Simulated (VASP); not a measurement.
A run of VASP 6.6.1 is set up as follows.

The input INCAR:

```
PREC = Accurate
ENCUT = 520
EDIFF = 1E-7
ISMEAR = -1
SIGMA = 0.1
LREAL = False
LASPH = True
NELM = 60
ALGO = Normal
ISIF = 2
LWAVE = False
LCHARG = False
GGA = RP
NBANDS = 18
```

The input KPOINTS:

```
Automatic mesh
0
Gamma
  15 15 15
```

POSCAR

```
Yb
1.0
    3.5177299869      0.0000000000      0.0000000000
    0.0000000000      3.5177299869      0.0000000000
    0.0000000000      0.0000000000      3.5177299869
Yb
1
Direct
    0.0000000000      0.0000000000      0.0000000000
```

Potentials or basis: VASP PAW PBE potentials, release 64 (Yb).

The run is started by

```console
$ cat potpaw_PBE.64/Yb/POTCAR > POTCAR
$ mpirun -np 1 vasp_std > vasp.out
```

Question: Predict the pressure.

Answer: -0.1 GPa.

Question: Predict the band gap on the k mesh.

Answer: Zero (band 12 reaches 1.52 eV, above the bottom of band 13 at 0.74 eV).

Caveat: the PAW data sets were made with another functional, which shifts forces and pressure a little; spin-orbit coupling is left out, which moves the levels of the heavy elements. Spin polarisation is off, so any magnetic state and its effect on volume and gap are missing.
